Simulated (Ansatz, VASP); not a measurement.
Pt in VASP and in Ansatz

The input POSCAR:

```
Pt
1.0
    0.0000000000      1.9701103811      1.9701103811
    1.9701103811      0.0000000000      1.9701103811
    1.9701103811      1.9701103811      0.0000000000
Pt
1
Direct
    0.0000000000      0.0000000000      0.0000000000
```

The input INCAR.step1:

```
SYSTEM = Pt
PREC     = Accurate       ! precision mode
ENCUT    = 550            ! plane-wave cutoff, eV
ISMEAR   = 0              ! smearing method
SIGMA    = 0.15           ! smearing width, eV
LREAL    = .FALSE.        ! projectors in reciprocal space
LASPH    = .TRUE.         ! aspherical terms in the spheres
NELM     = 120            ! most SCF steps
NBANDS   = 11             ! bands
GGA      = PE             ! functional
ALGO     = Normal         ! electronic algorithm
EDIFF    = 1E-5           ! SCF threshold, eV
LWAVE    = .TRUE.         ! write WAVECAR
LCHARG   = .FALSE.        ! write CHGCAR
GGA_COMPAT= .FALSE.
```

The input INCAR.step2:

```
SYSTEM = Pt
PREC     = Accurate       ! precision mode
ENCUT    = 550            ! plane-wave cutoff, eV
EDIFF    = 1E-6           ! SCF threshold, eV
ISMEAR   = 0              ! smearing method
SIGMA    = 0.15           ! smearing width, eV
LREAL    = .FALSE.        ! projectors in reciprocal space
LASPH    = .TRUE.         ! aspherical terms in the spheres
NELM     = 120            ! most SCF steps
ALGO     = Normal         ! electronic algorithm
ISIF     = 2              ! what is computed and relaxed
LWAVE    = .FALSE.        ! write WAVECAR
LCHARG   = .FALSE.        ! write CHGCAR
METAGGA  = R2SCAN         ! meta-GGA
LMIXTAU  = .TRUE.       
NBANDS   = 11             ! bands
ISTART   = 1            
GGA_COMPAT= .FALSE.
```

The input KPOINTS:

```
regular mesh
0
G
  26 26 26
  0 0 0
```

Input for Ansatz:

```yaml
crystal:
  lattice:
    - [0.0, 1.9701103811, 1.9701103811]
    - [1.9701103811, 0.0, 1.9701103811]
    - [1.9701103811, 1.9701103811, 0.0]
  atoms:
    - { symbol: Pt, position: [0.0, 0.0, 0.0] }
basis:
  ecutwfc: 500
kpoints:
  mp_grid: { grid: [26, 26, 26] }
hamiltonian:
  xc: r2scan
scf:
  occupations: { method: gaussian, width: 0.15 }
output:
  forces: true
  stress: true
  eigenvalues: true
```

Alike in both runs: task single point; functional r2SCAN; k mesh 26 × 26 × 26; occupations gaussian, width 0.15 eV; no spin polarisation.

```csv
,VASP,Ansatz
version,VASP 6.6.1,Ansatz 0.2.0
potentials or method,"VASP PAW PBE potentials, release 64 (Pt), cutoff 550 eV","scalar-relativistic, plane waves, PAW"
valence electrons in the cell,10,18
```

VASP gave:

- gap on the k mesh at the Fermi level (eV): none
- pressure (GPa): 0.8

Task: What did Ansatz give for the same quantities?

Result: gap on the k mesh at the Fermi level (eV): none; pressure (GPa): 0.1.

VASP's potentials were made for PBE, not for r2SCAN. A gap of «none» marks a metal or a gap that the smearing closes. With one functional, cell and mesh, what is left measures potentials, basis and numerics. VASP's potentials hold 10 valence electrons a cell and Ansatz's 18, so a difference there can come from the potentials and not from the codes.

Spin-orbit coupling is off throughout.
